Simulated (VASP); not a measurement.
# Ti (Im-3m) in VASP: a series of runs

Ti is run at these levels: LDA; tasks: single point.

All numbers are computed with VASP 6.6.1; they aren't measurements. Logs are shortened: lines on timing, memory, paths and dates and some standing lists are left out, and cuts for length are marked.

### 1 The cell of the first run

Symmetry: Im-3m, No. 229, cubic system. Conventional cell: a = 3.251 Å, b = 3.251 Å, c = 3.251 Å, α = 90.00°, β = 90.00°, γ = 90.00°. Within 3.7 Å of Ti (site symmetry m-3m) lie 14 Ti at 2.82 to 3.25 Å.

### 2 Single point, LDA (volume scaled by 1.08)

INCAR reads:

```
ALGO = Normal
EDIFF = 1E-6
ENCUT = 520
GGA = CA
ISIF = 2
ISMEAR = -1
LASPH = True
LCHARG = False
LREAL = False
LWAVE = False
NBANDS = 12
NELM = 60
PREC = Accurate
SIGMA = 0.1
```

KPOINTS reads:

```
k-points
0
Gamma
  16 16 16
```

POSCAR reads:

```
Ti
1.0
   -1.6255621612      1.6255621612      1.6255621612
    1.6255621612     -1.6255621612      1.6255621612
    1.6255621612      1.6255621612     -1.6255621612
Ti
1
Direct
    0.0000000000      0.0000000000      0.0000000000
```

Potentials or basis: VASP PAW LDA potentials, release 64 (Ti_sv).

Command:

```bash
$ cat potpaw_LDA.64/Ti_sv/POTCAR > POTCAR
$ mpirun -np 1 vasp_std > vasp.out
```

OUTCAR:

```text
EDIFF = 1E-6
   ENCUT = 520
   GGA = CA
   ISIF = 2
   ISMEAR = -1
   LASPH = True
   LREAL = False
   NELM = 60
   PREC = Accurate

 ion  position               nearest neighbor table
   1  0.000  0.000  0.000-

  LATTYP: Found a body centered cubic cell.
 ALAT       =     3.2511243224

  Lattice vectors:

 A1 = (  -1.6255621612,   1.6255621612,   1.6255621612)
 A2 = (   1.6255621612,  -1.6255621612,   1.6255621612)
 A3 = (   1.6255621612,   1.6255621612,  -1.6255621612)

Analysis of symmetry for initial positions (statically):
=====================================================================
 Subroutine PRICEL returns:
 Original cell was already a primitive cell.

 Routine SETGRP: Setting up the symmetry group for a
 body centered cubic supercell.

 Subroutine GETGRP returns: Found 48 space group operations
 (whereof 48 operations were pure point group operations)
 out of a pool of 48 trial point group operations.

The static configuration has the point symmetry O_h .

Analysis of symmetry for dynamics (positions and initial velocities):
=====================================================================
 Subroutine PRICEL returns:
 Original cell was already a primitive cell.

 Routine SETGRP: Setting up the symmetry group for a
 body centered cubic supercell.

 Subroutine GETGRP returns: Found 48 space group operations
 (whereof 48 operations were pure point group operations)
 out of a pool of 48 trial point group operations.

The dynamic configuration has the point symmetry O_h .

 Subroutine INISYM returns: Found 48 space group operations
 (whereof 48 operations are pure point group operations),
 and found     1 'primitive' translations

----------------------------------------------------------------------------------------

                                     Primitive cell

  volume of cell :      17.1819

  direct lattice vectors                    reciprocal lattice vectors
    -1.625562161  1.625562161  1.625562161     0.000000000  0.307585900  0.307585900
     1.625562161 -1.625562161  1.625562161     0.307585900  0.000000000  0.307585900
     1.625562161  1.625562161 -1.625562161     0.307585900  0.307585900  0.000000000

  length of vectors
     2.815556254  2.815556254  2.815556254     0.434992151  0.434992151  0.434992151

  position of ions in fractional coordinates (direct lattice)
     0.000000000  0.000000000  0.000000000

  ion indices of the primitive-cell ions
   primitive index   ion index
                 1           1

----------------------------------------------------------------------------------------

 KPOINTS: k-points

Automatic generation of k-mesh.
 Grid dimensions read from file:
 generate k-points for:   16   16   16

 Generating k-lattice:

  Cartesian coordinates                     Fractional coordinates (reciprocal lattice)
     0.000000000  0.019224119  0.019224119     0.062500000  0.000000000  0.000000000
     0.019224119  0.000000000  0.019224119     0.000000000  0.062500000  0.000000000
     0.019224119  0.019224119  0.000000000     0.000000000  0.000000000  0.062500000

  Length of vectors
     0.027187009  0.027187009  0.027187009

  Shift w.r.t. Gamma in fractional coordinates (k-lattice)
     0.000000000  0.000000000  0.000000000

 Subroutine IBZKPT returns following result:
 ===========================================

 Found    145 irreducible k-points:

 Following reciprocal coordinates:
            Coordinates               Weight
  0.000000  0.000000  0.000000      1.000000
  0.062500  0.000000  0.000000     12.000000
  0.125000  0.000000  0.000000     12.000000
  0.187500  0.000000  0.000000     12.000000
  0.250000  0.000000  0.000000     12.000000
  0.312500  0.000000  0.000000     12.000000
[... 16 lines left out ...]
  0.187500  0.187500  0.000000     24.000000
  0.250000  0.187500 -0.000000     48.000000
 [... further k-points ...]
   k-points           NKPTS =    145   k-points in BZ     NKDIM =    145   number of bands    NBANDS=     12
   number of dos      NEDOS =    301   number of ions     NIONS =      1
   total plane-waves  NPLWV =  13824
   dimension x,y,z NGX =    24 NGY =   24 NGZ =   24
   dimension x,y,z NGXF=    48 NGYF=   48 NGZF=   48
   ions per type =               1
   NGX,Y,Z   is equivalent  to a cutoff of  14.17, 14.17, 14.17 a.u.
   NGXF,Y,Z  is equivalent  to a cutoff of  28.34, 28.34, 28.34 a.u.
 SYSTEM =  unknown system
   PREC   = accura    normal or accurate (medium, high low for compatibility)
   ISTART =      0    job   : 0-new  1-cont  2-samecut
   ICHARG =      2    charge: 1-file 2-atom 10-const
   ISPIN  =      1    spin polarized calculation?
   LNONCOLLINEAR =      F non collinear calculations
   LSORBIT =      F    spin-orbit coupling
   LASPH  =      T    aspherical Exc in radial PAW
   ENCUT  =  520.0 eV  38.22 Ry    6.18 a.u.   5.24  5.24  5.24*2*pi/ulx,y,z
   NELM   =     60;   NELMIN=  2; NELMDL= -5     # of ELM steps
   EDIFF  = 0.1E-05   stopping-criterion for ELM
   LREAL  =      F    real-space projection
[... 7 lines left out ...]
   TEBEG  =    0.0;   TEEND  =   0.0 temperature during run
   PSTRESS=    0.0 pullay stress
   NELECT =      12.0000    total number of electrons
   NUPDOWN=      -1.0000    fix difference up-down
   EMIN   =  10.00;   EMAX   =-10.00  energy-range for DOS
   EFERMI =   0.00;   METHOD = LEGACY
   ISMEAR =    -1;   SIGMA  =   0.10  broadening in eV -4-tet -1-fermi 0-gaus
   EFERMI_NEDOS =   21; number of points for ismear=-14 and -15
   IALGO  =     38    algorithm
   IMIX   =      4    mixing-type and parameters
     AMIX     =   0.40;   BMIX     =  1.00
     AMIX_MAG =   1.60;   BMIX_MAG =  1.00
  volume/ion in A,a.u.               =      17.18       115.95
  Fermi-wavevector in a.u.,A,eV,Ry     =   1.452485  2.744799 28.704385  2.109713
  Thomas-Fermi vector in A             =   2.569862
   LORBIT       =      0    0 simple, 1 ext, 2 COOP (PROOUT), +10 PAW based schemes
   GGA     = CA    functional components
   LHFCALC =     F    Hartree Fock is set to
   AEXX    =    0.0000 exact exchange contribution
   IVDW    =     0    specifies the selected vdW correction
   LEPSILON=     F    determine dielectric tensor
   LRPA    =     F    only Hartree local field effects (RPA)
 non-spin polarized calculation
  energy-cutoff  :      520.00
  volume of cell :       17.18
 maximum number of plane-waves:       476
 NGX is ok and might be reduce to    24
   NGX = 11   NGY = 11   NGZ = 11

 number of electron      11.9999996 magnetization

 Free energy of the ion-electron system (eV)
  ---------------------------------------------------
  ext. energy  EPLUGINS =         0.00000000
  ---------------------------------------------------
  free energy    TOTEN  =        -8.46074276 eV

  energy without entropy =       -8.38522038  energy(sigma->0) =       -8.42298157

 E-fermi :   7.9561     XC(G=0): -11.8316

 val. band max:        7.9521037271   @ k =   0.5000   0.5000   0.1250
 cond. band min:       7.9604433255   @ k =   0.3125   0.1875   0.0625
 fundamental gap:      0.0083395984
 Fermi energy:         7.9561445366

 k-point     1 :       0.0000    0.0000    0.0000
  band No.  band energies     occupation
      1     -47.8518      2.00000
      2     -24.0643      2.00000
      3     -24.0643      2.00000
      4     -24.0643      2.00000
      5       2.0615      2.00000
      6       8.9160      0.00014
      7       8.9160      0.00014
      8       8.9160      0.00014
      9      10.7153      0.00000
     10      10.7153      0.00000
     11      25.5291      0.00000
     12      25.5291      0.00000

 k-point     2 :       0.0625    0.0000    0.0000
  band No.  band energies     occupation
      1     -47.8463      2.00000
      2     -24.0929      2.00000
      3     -24.0731      2.00000
      4     -24.0645      2.00000
      5       2.1971      2.00000
      6       8.8541      0.00025
      7       8.8998      0.00016
      8       9.0155      0.00005
      9      10.6426      0.00000
     10      10.7190      0.00000
     11      25.3333      0.00000
     12      25.5193      0.00000

 k-point     3 :       0.1250    0.0000    0.0000
  band No.  band energies     occupation
      1     -47.8308      2.00000
      2     -24.1739      2.00000
      3     -24.0980      2.00000
      4     -24.0650      2.00000
      5       2.5911      2.00000
      6       8.6824      0.00140
      7       8.8237      0.00034
      8       9.3067      0.00000
      9      10.4885      0.00000
     10      10.7330      0.00000
     11      24.6847      0.00000
     12      25.3513      0.00000
[... 286 lines left out ...]
 k-point    23 :       0.1875    0.1875    0.0000
  band No.  band energies     occupation
      1     -47.7453      2.00000
      2     -24.5536      2.00000
      3     -24.2331      2.00000
      4     -24.1154      2.00000
      5       5.0080      2.00000
      6       7.8067      1.63348
      7       8.0488      0.56710
      8      10.2828      0.00000
      9      11.0373      0.00000
     10      11.4475      0.00000
     11      21.2262      0.00000
     12      21.3829      0.00000

 k-point    24 :       0.2500    0.1875   -0.0000
  band No.  band energies     occupation
      1     -47.7234      2.00000
      2     -24.6263      2.00000
      3     -24.2924      2.00000
      4     -24.1247      2.00000
      5       5.6715      2.00000
      6       7.5821      1.95363
      7       7.9733      0.91437
      8      10.4017      0.00000
      9      11.0996      0.00000
     10      12.2248      0.00000
     11      19.5679      0.00000
     12      20.6099      0.00000

 [... further k-points ...]
[... 5 lines left out ...]
  --------------------------------------------------------------------------------------
  -------------------------------------------------------------------------------------
  Total       -0.8681193     -0.8681193     -0.8681193     -0.0000000     -0.0000000      0.0000000
  in kB      -80.9504456    -80.9504456    -80.9504456     -0.0000000     -0.0000000      0.0000000
  external PRESSURE =     -80.9504456 kB  Pullay stress =       0.0000000 kB

 VOLUME and BASIS-vectors are now :
 -----------------------------------------------------------------------------
  energy-cutoff  :      520.00
  volume of cell :       17.18
      direct lattice vectors                 reciprocal lattice vectors
    -1.625562161  1.625562161  1.625562161     0.000000000  0.307585900  0.307585900
     1.625562161 -1.625562161  1.625562161     0.307585900  0.000000000  0.307585900
     1.625562161  1.625562161 -1.625562161     0.307585900  0.307585900  0.000000000

 POSITION                                       TOTAL-FORCE (eV/Angst)
 -----------------------------------------------------------------------------------
      0.00000      0.00000      0.00000        -0.000000      0.000000     -0.000000
 -----------------------------------------------------------------------------------
    total drift:                               -0.000000      0.000000      0.000000

  FREE ENERGIE OF THE ION-ELECTRON SYSTEM (eV)
  ---------------------------------------------------
  free  energy   TOTEN  =        -8.4607427597 eV

  energy  without entropy=       -8.3852203786  energy(sigma->0) =       -8.42298157
```

Wall time 8.1 s (1 thread of Intel Xeon 6975P-C (Granite Rapids), shared host); peak memory 0.14 GiB.

Results:

| Item | Value |
| --- | --- |
| Free energy | -8.4607 eV |
| Pressure | -8.1 GPa |
| Band gap on the k mesh | zero (band 6 reaches 8.95 eV, above the bottom of band 7 at 7.32 eV) |

### 3 Single point, LDA (volume scaled by 1.12)

INCAR reads:

```
  PREC = Accurate
  ENCUT = 520
  EDIFF = 1E-6
  ISMEAR = -1
  SIGMA = 0.1
  LREAL = False
  LASPH = True
  NELM = 80
  ALGO = Normal
  ISIF = 2
  LWAVE = False
  LCHARG = False
  GGA = CA
  NBANDS = 12
```

KPOINTS reads:

```
Automatic mesh
0
Gamma
  16 16 16
```

POSCAR reads:

```
Ti
1.0
   -1.6453880439      1.6453880439      1.6453880439
    1.6453880439     -1.6453880439      1.6453880439
    1.6453880439      1.6453880439     -1.6453880439
Ti
1
Direct
    0.0000000000      0.0000000000      0.0000000000
```

Potentials or basis: VASP PAW LDA potentials, release 64 (Ti_sv).

Command:

```bash
$ cat potpaw_LDA.64/Ti_sv/POTCAR > POTCAR
$ mpirun -np 1 vasp_std > vasp.out
```

Run time: 8.4 s. Hardware: 1 thread of Intel Xeon 6975P-C (Granite Rapids), shared host; peak memory 0.14 GiB.

The run converged. Its results:

| Item | Value |
| --- | --- |
| Free energy | -8.4225 eV |
| Pressure | -11.1 GPa |
| Band gap on the k mesh | zero (band 6 reaches 8.54 eV, above the bottom of band 7 at 6.97 eV) |

Levels at points of the mesh, in eV from the Fermi level:
```
           k point  band 4  band 5  band 6  band 7  band 8  band 9
(0.00, 0.00, 0.00)  -32.13   -5.82    0.93    0.93    0.93    2.65
(0.50, 0.00, 0.00)  -32.14   -2.39   -0.40    1.17    2.62    2.96
(0.50, 0.50, 0.50)  -32.57   -2.02   -2.02    3.79    3.79    3.79
```

(Part 1 of 2 ends here.)
